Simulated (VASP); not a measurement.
**Cu: single point with PBEsol**

Cu:

```
Cu
1.0
     0.00000    1.78039    1.83461
     1.78039    0.00000    1.83461
     1.78039    1.78039    0.00000
Cu
1
Direct
  0.00000 0.00000 0.00000
```

This cell differs from its parent crystal: strain -0.015 along x and y, +0.015 along z.

| Property | Result |
| --- | --- |
| Program | VASP 6.6.1 |
| Task | single point |
| Functional | PBEsol |
| Potentials or basis | VASP PAW PBE potentials, release 64 (Cu) |
| Cutoff | 520 eV |
| k mesh | 22 × 22 × 22 |
| Occupations | gaussian, width 0.15 eV |
| Spin | no spin polarisation |

* Pressure: -3.6 GPa

Stress tensor (GPa, compression positive):
```
-2.93  0.00  0.00
 0.00 -2.93  0.00
 0.00  0.00 -4.92
```

Levels at points of the mesh, in eV from the Fermi level:
| k point | band 2 | band 3 | band 4 | band 5 | band 6 | band 7 | band 8 | band 9 | band 10 | band 11 |
| --- | --- | --- | --- | --- | --- | --- | --- | --- | --- | --- |
| (0.00, 0.00, 0.00) | -3.16 | -3.01 | -3.01 | -2.29 | -2.14 | 22.73 | 25.38 | 25.50 | 25.50 | 27.92 |
| (0.50, 0.00, 0.00) | -3.17 | -3.02 | -1.66 | -1.60 | -1.07 | 3.83 | 20.82 | 22.17 | 22.77 | 24.81 |
| (0.50, 0.50, 0.00) | -4.49 | -1.64 | -1.49 | -1.49 | 1.03 | 6.69 | 13.64 | 13.64 | 18.12 | 20.96 |
| (0.50, 0.00, 0.50) | -4.50 | -1.65 | -1.53 | -1.43 | 1.67 | 7.48 | 12.90 | 12.96 | 17.53 | 20.29 |

Wall time 43 s on 1 thread of AMD EPYC 9R45 96-Core Processor (Zen 5), with other jobs on the host, peak memory 0.19 GiB.

Caveat: the cell differs from its parent crystal (strain -0.015 along x and y, +0.015 along z); the PAW data sets were made with another functional, which shifts forces and pressure a little.
